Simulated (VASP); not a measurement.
Write the native input for VASP 6.6.1 that does the following.

* Task: relaxation of cell and atoms
* Functional: PBE
* Potentials or basis: VASP PAW PBE potentials, release 64 (Pb_d, O)
* Cutoff: 600 eV
* k mesh: 6 × 6 × 6
* Occupations: gaussian, width 0.1 eV
* Spin: no spin polarisation
* Dipole correction: no
* Further INCAR settings: ALGO = Normal; EDIFF = 1e-06; IBRION = 2; EDIFFG = -0.04; NSW = 90; ISIF = 3

The structure of PbO2 lies in POSCAR:

```
PbO2
1.0
   -2.0348886800      2.0348886800      5.7032398500
    2.0348886800     -2.0348886800      5.7032398500
    2.0348886800      2.0348886800     -5.7032398500
Pb O
2 4
Direct
    0.0000000000      0.0000000000      0.0000000000
    0.7500000000      0.2500000000      0.5000000000
    0.8026239900      0.8026239900      0.0000000000
    0.9473760100      0.4473760100      0.5000000000
    0.5526239900      0.0526239900      0.5000000000
    0.1973760100      0.1973760100      0.0000000000
```

The cell was generated, and may not be a known phase.

One way to write it, as run:

INCAR

```
SYSTEM = PbO2
ALGO     = Normal         ! electronic algorithm
EDIFF    = 1E-6           ! SCF threshold, eV
EDIFFG   = -0.04          ! ionic threshold
ENCUT    = 600            ! plane-wave cutoff, eV
GGA      = PE             ! functional
IBRION   = 2              ! ionic algorithm
ISIF     = 3              ! what is computed and relaxed
ISMEAR   = 0              ! smearing method
LASPH    = .True.         ! aspherical terms in the spheres
LCHARG   = .False.        ! write CHGCAR
LREAL    = .False.        ! projectors in reciprocal space
LWAVE    = .False.        ! write WAVECAR
NELM     = 80             ! most SCF steps
NSW      = 90             ! ionic steps
PREC     = Accurate       ! precision mode
SIGMA    = 0.1            ! smearing width, eV
```

KPOINTS

```
k-points
0
Gamma
  6 6 6
  0 0 0
```

Potentials or basis: VASP PAW PBE potentials, release 64 (Pb_d, O).

Command:

```sh
$ cat potpaw_PBE.64/Pb_d/POTCAR potpaw_PBE.64/O/POTCAR > POTCAR
$ mpirun -np 1 vasp_std > vasp.out
```

It gave:

The relaxed volume is 16.85 Å³/atom. The relaxed cell is a = 6.248 Å, b = 6.248 Å, c = 6.248 Å, α = 139.70°, β = 139.70°, γ = 58.31°. The space group after relaxing (to 0.1 Å) is I4_1/amd (No. 141). The energy gained by relaxing is 37.8 meV/atom. The ionic steps are 12, the pressure after relaxing is -0.1 GPa and the band gap on the k mesh is zero (bands 26 and 27 overlap by 0.18 eV).

Caveat: semilocal functionals underestimate gaps, and a narrow one can read as zero; spin-orbit coupling is left out, which moves the levels of the heavy elements.

Wall time 22 min on 1 thread of Intel(R) Xeon(R) 6975P-C (Granite Rapids), with other jobs on the host, peak memory 0.47 GiB.
